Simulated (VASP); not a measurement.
Input of a VASP 6.6.1 run:

The input INCAR:

```
PREC = Accurate ; ENCUT = 600
EDIFF = 1E-7 ; ISMEAR = 0
SIGMA = 0.02 ; LREAL = False
LASPH = True ; NELM = 60
ALGO = Normal ; ISIF = 3
LWAVE = False ; LCHARG = False
GGA = PE ; IBRION = 2
NSW = 100 ; EDIFFG = -0.005
```

Contents of KPOINTS:

```
regular mesh
0
Gamma
  9 9 4
```

Contents of POSCAR:

```
NaH
1.0
    3.4506810000      0.0000000000      0.0000000000
   -1.7253410000      2.9883770000      0.0000000000
    0.0000000000      0.0000000000      8.4524080000
Na H
3 3
Direct
    0.0000000000      0.0000000000      0.0000000000
    0.3333333300      0.6666666700      0.3333333300
    0.6666666700      0.3333333300      0.6666666700
    0.6666666700      0.3333333300      0.1666666700
    0.0000000000      0.0000000000      0.5000000000
    0.3333333300      0.6666666700      0.8333333300
```

Potentials or basis: VASP PAW PBE potentials, release 64 (Na_pv, H).

The run is started by

```sh
$ cat potpaw_PBE.64/Na_pv/POTCAR potpaw_PBE.64/H/POTCAR > POTCAR
$ mpirun -np 1 vasp_std > vasp.out
```

**Question.** What does it give for the space group after relaxing (to 0.1 Å)?

**Answer.** Fm-3m (No. 225).

**Question.** Estimate the relaxed volume.

**Answer.** 14.12 Å³/atom.

**Question.** Estimate the relaxed cell.

**Answer.** a = 3.418 Å, b = 3.418 Å, c = 8.372 Å, α = 90.00°, β = 90.00°, γ = 120.00°.

Final structure:
```
Na H
1.0
     3.41800    0.00000    0.00000
    -1.70900    2.96007    0.00000
     0.00000    0.00000    8.37239
Na H
3 3
Direct
  0.00000 0.00000 0.00000
  0.33333 0.66667 0.33333
  0.66667 0.33333 0.66667
  0.66667 0.33333 0.16667
  0.00000 0.00000 0.50000
  0.33333 0.66667 0.83333
```
